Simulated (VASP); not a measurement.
Here is a VASP 6.6.1 calculation.

The input INCAR:

```
SYSTEM = SrO
PREC = Accurate ; ENCUT = 520
EDIFF = 1E-7 ; ISMEAR = 0
SIGMA = 0.05 ; LREAL = .FALSE.
LASPH = .TRUE. ; NELM = 60
ALGO = Normal ; ISIF = 2
LWAVE = .FALSE. ; LCHARG = .FALSE.
NBANDS = 15
```

The input KPOINTS:

```
Automatic mesh
0
G
  8 8 8
  0 0 0
```

POSCAR

```
SrO
1.0
    0.0000000000      2.6982900000      2.6340450000
    2.6982900000      0.0000000000      2.6340450000
    2.6982900000      2.6982900000      0.0000000000
Sr O
1 1
Direct
    0.0000000000      0.0000000000      0.0000000000
    0.5000000000      0.5000000000      0.5000000000
```

Potentials or basis: VASP PAW LDA potentials, release 64 (Sr_sv, O).

The run is started by

```sh
$ cat potpaw_LDA.64/Sr_sv/POTCAR potpaw_LDA.64/O/POTCAR > POTCAR
$ mpirun -np 1 vasp_std > vasp.out
```

**Question.** What does it give for the band gap on the k mesh?

**Answer.** 2.96 eV, direct.

**Question.** Estimate the pressure.

**Answer.** -11.4 GPa.

Stress tensor (GPa, compression positive):
```
-11.89   0.00   0.00
  0.00 -11.89   0.00
  0.00   0.00 -10.54
```

Caveat: the cell differs from its parent crystal (strain +0.050 along x and y, +0.025 along z). A k mesh can miss the band edges.
